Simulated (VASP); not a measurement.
CaO (rock salt type), 2 atoms in the cell. Symmetry: Fm-3m, No. 225, cubic system. Conventional cell: a = 4.749 Å, b = 4.749 Å, c = 4.749 Å, α = 90.00°, β = 90.00°, γ = 90.00°. Within 3.1 Å of Ca (site symmetry m-3m) lie 6 O at 2.37 Å. Within 3.1 Å of O (site symmetry m-3m) lie 6 Ca at 2.37 Å. 

- Program: VASP 6.6.1
- Task: single point
- Functional: r2SCAN
- Potentials or basis: VASP PAW PBE potentials, release 64 (Ca_sv, O)
- Cutoff: 520 eV
- k mesh: 12 × 12 × 12
- Occupations: fermi-dirac, width 0.1 eV
- Spin: no spin polarisation
- Dipole correction: no
- Further INCAR settings: ALGO = Normal; EDIFF = 1e-06; NBANDS = 15

Potentials or basis: VASP PAW PBE potentials, release 64 (Ca_sv, O).

The run is started by

```bash
$ cat potpaw_PBE.64/Ca_sv/POTCAR potpaw_PBE.64/O/POTCAR > POTCAR
$ cp INCAR.step1 INCAR
$ mpirun -np 1 vasp_std > vasp.out
$ cp INCAR.step2 INCAR
$ mpirun -np 1 vasp_std > vasp.out
```

Hardware: 1 thread of AMD EPYC 9R45 (Zen 5), on a shared host.

**Question.** How long does it take, and how much memory?

**Answer.** Run time: 64 s on 1 thread of AMD EPYC 9R45 (Zen 5), with other jobs on the host, peak memory 0.15 GiB. Counts: k points 72.
